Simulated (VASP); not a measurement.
ZnS: single point with PBE

Crystal: ZnS.

```
CELL_PARAMETERS angstrom
0.00000 -2.70465 -2.70465
0.00000 2.70465 -2.70465
5.40930 0.00000 0.00000
ATOMIC_POSITIONS crystal
Zn 0.50610 0.50000 0.50000
Zn 0.99390 0.00000 0.00000
S 0.98039 0.50000 0.25000
S 0.51961 0.00000 0.75000
```

This cell differs from its parent crystal: atoms displaced along a vibrational mode.

* Program: VASP 6.6.1
* Task: single point
* Functional: PBE
* Potentials or basis: VASP PAW PBE potentials, release 64 (Zn, S)
* Cutoff: 520 eV
* k mesh: 8 × 8 × 6
* Occupations: gaussian, width 0.05 eV
* Spin: no spin polarisation
* Dipole correction: no
* Further INCAR settings: ALGO = Normal; EDIFF = 1e-06; NBANDS = 26

```
Pressure               : 2.0 GPa
Largest force          : 0.833 eV/Å
Band gap on the k mesh : 2.08 eV
```

Forces on the atoms (eV/Å):
```
Zn   0.107  0.373  0.373
Zn   0.107 -0.373 -0.373
S   -0.107 -0.584 -0.584
S   -0.107  0.584  0.584
```

Stress tensor (GPa, compression positive):
```
2.18 0.00 0.00
0.00 1.84 0.29
0.00 0.29 1.84
```

Levels at points of the mesh, in eV from the valence-band top:
```
           k point  band 16  band 17  band 18  band 19  band 20  band 21
(0.00, 0.00, 0.00)    -0.03     0.00     0.00     2.08     3.42     4.07
(0.50, 0.00, 0.00)    -2.30    -1.07    -0.75     4.72     4.88     6.59
(0.00, 0.50, 0.00)    -2.52    -0.89    -0.89     4.77     4.77     6.68
(0.50, 0.50, 0.00)    -2.25    -2.19    -2.19     3.39     3.39     4.09
(0.00, 0.00, 0.50)    -1.24    -1.22    -1.22     4.43     4.43     4.55
(0.50, 0.00, 0.50)    -0.88    -0.88    -0.88     3.31     3.31     6.89
(0.00, 0.50, 0.50)    -0.95    -0.78    -0.78     3.29     3.29     6.76
(0.50, 0.50, 0.50)    -2.82    -2.61    -2.61     5.45     5.45     6.24
```

It took 2.4 min on 1 thread of Intel Xeon 8259CL, on a shared host, peak memory 0.3 GiB.

Caveat: the cell differs from its parent crystal (atoms displaced along a vibrational mode).
